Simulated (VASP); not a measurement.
Write the native input for VASP 6.6.1 that does the following.

| Property | Result |
| --- | --- |
| Task | single point |
| Functional | PBE |
| Potentials or basis | VASP PAW PBE potentials, release 64 (Zr_sv, Hf_pv, S) |
| Cutoff | 520 eV |
| k mesh | 3 × 3 × 4 |
| Occupations | gaussian, width 0.1 eV |
| Spin | no spin polarisation |
| Dipole correction | no |
| Further INCAR settings | ALGO = Normal; EDIFF = 1e-06; NBANDS = 57 |

The structure of Hf3ZrS8 lies in POSCAR:

```
Hf3ZrS8
1.0
    7.1622972400      0.0000000000      0.0000000000
   -3.5811486200      6.2027313600      0.0000000000
    0.0000000000      0.0000000000      5.9582060700
Zr Hf S
1 3 8
Direct
    0.0000000000      0.0000000000      0.0000000000
    0.0000000000      0.5000000000      0.0000000000
    0.5000000000      0.0000000000      0.0000000000
    0.5000000000      0.5000000000      0.0000000000
    0.3333333300      0.1666666700      0.7639520800
    0.3333333300      0.6666666700      0.7639520800
    0.8333333300      0.1666666700      0.7639520800
    0.8333333300      0.6666666700      0.7639520800
    0.1666666700      0.3333333300      0.2360479200
    0.1666666700      0.8333333300      0.2360479200
    0.6666666700      0.3333333300      0.2360479200
    0.6666666700      0.8333333300      0.2360479200
```

One way to write it, as run:

INCAR

```
PREC = Accurate
ENCUT = 520
EDIFF = 1E-6
ISMEAR = 0
SIGMA = 0.1
LREAL = False
LASPH = True
NELM = 60
ALGO = Normal
ISIF = 2
LWAVE = False
LCHARG = False
GGA = PE
NBANDS = 57
```

KPOINTS

```
Automatic mesh
0
Gamma
  3 3 4
```

Potentials or basis: VASP PAW PBE potentials, release 64 (Zr_sv, Hf_pv, S).

Launch:

```console
$ cat potpaw_PBE.64/Zr_sv/POTCAR potpaw_PBE.64/Hf_pv/POTCAR potpaw_PBE.64/S/POTCAR > POTCAR
$ mpirun -np 1 vasp_std > vasp.out
```

Results of the run:

- Pressure: 7.3 GPa
- Largest force: 0.904 eV/Å
- Band gap on the k mesh: 1.08 eV, indirect (least direct gap 1.18 eV)

Caveat: spin-orbit coupling is left out, which moves the levels of the heavy elements; this functional lacks dispersion, which binds the layers, so the pressure and a relaxed spacing across them are unreliable.

Run time: 3 min on 1 thread of AMD EPYC 7R43 64-Core Processor (Zen 3), with other jobs on the host, peak memory 0.37 GiB.
